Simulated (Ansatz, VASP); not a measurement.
Two plane-wave programs on SnSe

```xyz
2
Lattice="0.0000 3.0100 3.0100 3.0100 0.0000 3.0100 3.0100 3.0100 0.0000" Properties=species:S:1:pos:R:3 pbc="T T T"
Sn    0.0131   -0.0432   -0.0150
Se    2.9858    3.0512    2.9934
```

Alike in both runs: task single point; functional LDA; k mesh 4 × 4 × 4; no spin polarisation.

|  | VASP | Ansatz |
| --- | --- | --- |
| version | VASP 6.6.1 | Ansatz 0.2.0 |
| potentials or method | VASP PAW LDA potentials, release 64 (Sn_d, Se), cutoff 500 eV | plane waves, PAW |
| occupations | gaussian, width 0.01 eV | fixed |
| valence electrons in the cell | 20 | 30 |

Ansatz gave:

```
rms of the force components (eV/Å) : 0.031
```

**Question.** What did VASP give for the same quantities?

**Answer.** rms of the force components (eV/Å): 0.028.

LDA's correlation is that of Perdew and Zunger in VASP and of Perdew and Wang (1992) in Ansatz. Atom by atom the forces differ by 0.003 eV/Å (rms over components). VASP's potentials hold 20 valence electrons a cell and Ansatz's 30, so a difference there can come from the potentials and not from the codes.

The k mesh is coarse, so the values compare programs but aren't converged.
